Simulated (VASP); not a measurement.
**As: single point with HSE06**

As:

```
As
1.0
     2.70368    0.00000    0.00000
     0.00000    2.70368    0.00000
     0.00000    0.00000    2.70368
As
1
Cartesian
  1.3518 1.3518 1.3518
```

This isn't the form of As at room conditions, which is rhombohedral.

| Quantity | Value |
| --- | --- |
| Program | VASP 6.6.1 |
| Task | single point |
| Functional | HSE06 |
| Potentials or basis | VASP PAW PBE potentials, release 64 (As) |
| Cutoff | 520 eV |
| k mesh | 6 × 6 × 6 |
| Occupations | fermi-dirac, width 0.05 eV |
| Spin | no spin polarisation |
| Dipole correction | no |
| Grid for exact exchange (PRECFOCK) | Normal |
| Further INCAR settings | ALGO = Normal; EDIFF = 1e-06; NBANDS = 8 |
| Share of exact exchange | 0.25 |
| Screening parameter | 0.2079 1/Å |

The pressure is -1.6 GPa and the band gap on the k mesh is zero (an odd number of electrons rules out a gap without spin polarisation).

Levels at points of the mesh, in eV from the Fermi level:
```csv
k point,band 1,band 2,band 3,band 4,band 5
"(0.00, 0.00, 0.00)",-17.20,4.30,4.30,4.30,8.59
"(0.50, 0.00, 0.00)",-13.68,-8.32,6.84,6.84,11.44
"(0.50, 0.50, 0.00)",-9.97,-5.36,-5.36,2.37,9.19
"(0.50, 0.50, 0.50)",-5.70,-2.64,-2.64,-2.64,5.98
```

Wall time 85 s on 1 thread of Intel(R) Xeon(R) 6975P-C (Granite Rapids), with other jobs on the host, peak memory 0.22 GiB.

Caveat: the k points lie up to 0.39 Å⁻¹ apart, too coarse for converged energies and pressures of a metal; the PAW data sets were made with another functional, which shifts forces and pressure a little.
